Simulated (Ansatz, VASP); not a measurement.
## Al2Cu in VASP and in Ansatz

The input INCAR:

```
SYSTEM = Al2Cu
ALGO = Fast
EDIFF = 1E-6
ENCUT = 520
GGA = PE
ISIF = 2
ISMEAR = 0
LASPH = .TRUE.
LCHARG = .FALSE.
LREAL = .FALSE.
LWAVE = .FALSE.
NBANDS = 16
NELM = 60
PREC = Accurate
SIGMA = 0.15
```

File KPOINTS:

```
k-points
0
G
  14 14 14
  0 0 0
```

The input POSCAR:

```
Al2Cu
1.0
   -2.0446004822      2.0446004822      2.8914013846
    2.0446004822     -2.0446004822      2.8914013846
    2.0446004822      2.0446004822     -2.8914013846
Al Cu
2 1
Direct
    0.7344366126      0.2344366126      0.5000000000
    0.2655633874      0.7655633874      0.5000000000
    0.5000000000      0.5000000000      0.0000000000
```

Input for Ansatz:

```yaml
crystal:
  lattice:
    - [-2.0446004822, 2.0446004822, 2.8914013846]
    - [2.0446004822, -2.0446004822, 2.8914013846]
    - [2.0446004822, 2.0446004822, -2.8914013846]
  atoms:
    - { symbol: Al, position: [0.7344366126, 0.2344366126, 0.5] }
    - { symbol: Al, position: [0.2655633874, 0.7655633874, 0.5] }
    - { symbol: Cu, position: [0.5, 0.5, 0.0] }
basis:
  ecutwfc: 520.0
kpoints:
  mp_grid: { grid: [14, 14, 14] }
hamiltonian:
  xc: pbe
  pseudopotentials: { kind: paw, azcp: { folder: soft_1 } }
scf:
  occupations: { method: gaussian, width: 0.15 }
output:
  forces: true
  stress: true
  eigenvalues: true
```

Change from the starting cell: mode 9 frozen in at -0.090 Å, normal strain along z +0.0000.

Alike in both runs: task single point; functional PBE; k mesh 14 × 14 × 14; occupations gaussian, width 0.15 eV; no spin polarisation.

```csv
,VASP,Ansatz
version,VASP 6.6.1,Ansatz 0.2.0
potentials or method,"VASP PAW PBE potentials, release 64 (Al, Cu), cutoff 520 eV","scalar-relativistic, plane waves, PAW"
valence electrons in the cell,17,25
```

Ansatz gave:

| Item | Value |
| --- | --- |
| gap on the k mesh at the Fermi level (eV) | none |
| pressure (GPa) | 0.7 |
| traceless stress, the component that is largest in VASP (GPa) | -3.27 |
| rms of the force components (eV/Å) | 0.333 |

Question: What did VASP give for the same quantities?

Answer: gap on the k mesh at the Fermi level (eV): none; pressure (GPa): 0.9; traceless stress, the component that is largest in VASP (GPa): -3.29; rms of the force components (eV/Å): 0.333.

Atom by atom the forces differ by 0.000 eV/Å (rms over components). A gap of «none» marks a metal or a gap that the smearing closes. VASP's potentials hold 17 valence electrons a cell and Ansatz's 25, so a difference there can come from the potentials and not from the codes.
